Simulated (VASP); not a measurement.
Crystal: AlRu.

```
Ru Al
1.0
     2.99160    0.00000    0.00000
     0.00000    2.99160    0.00000
     0.00000    0.00000    2.99160
Ru Al
1 1
Direct
  0.50000 0.50000 0.50000
  0.00000 0.00000 0.00000
```

| Quantity | Value |
| --- | --- |
| Program | VASP 6.6.1 |
| Task | relaxation of cell and atoms |
| Functional | RPBE |
| Dispersion | D4 |
| Potentials or basis | VASP PAW PBE potentials, release 64 (Ru_pv, Al) |
| Cutoff | 600 eV |
| k mesh | 9 × 9 × 9 |
| Occupations | fermi-dirac, width 0.05 eV |
| Spin | no spin polarisation |

At the start: pressure -4.5 GPa; volume 13.39 Å³/atom.

Question: How do energy, volume and symmetry change on relaxing?

Answer: Over 3 steps the energy falls by 4.0 meV/atom and the volume is 13.11 Å³/atom (-2.1 %); space group Pm-3m (No. 221, to 0.1 Å) before and after.

Step by step:
| step | energy change (eV) | largest force (eV/Å) | pressure (GPa) | volume (Å³) |
| --- | --- | --- | --- | --- |
| 1 | 0.0000 | 0.0000 | -4.46 | 26.77 |
| 2 | 0.0121 | 0.0000 | 7.82 | 25.36 |
| 3 | -0.0080 | 0.0000 | -0.02 | 26.21 |

Final structure:
```
Ru Al
1.0
     2.97055    0.00000    0.00000
     0.00000    2.97055    0.00000
     0.00000    0.00000    2.97055
Ru Al
1 1
Direct
  0.50000 0.50000 0.50000
  0.00000 0.00000 0.00000
```

Caveat: the PAW data sets were made with another functional, which shifts forces and pressure a little.
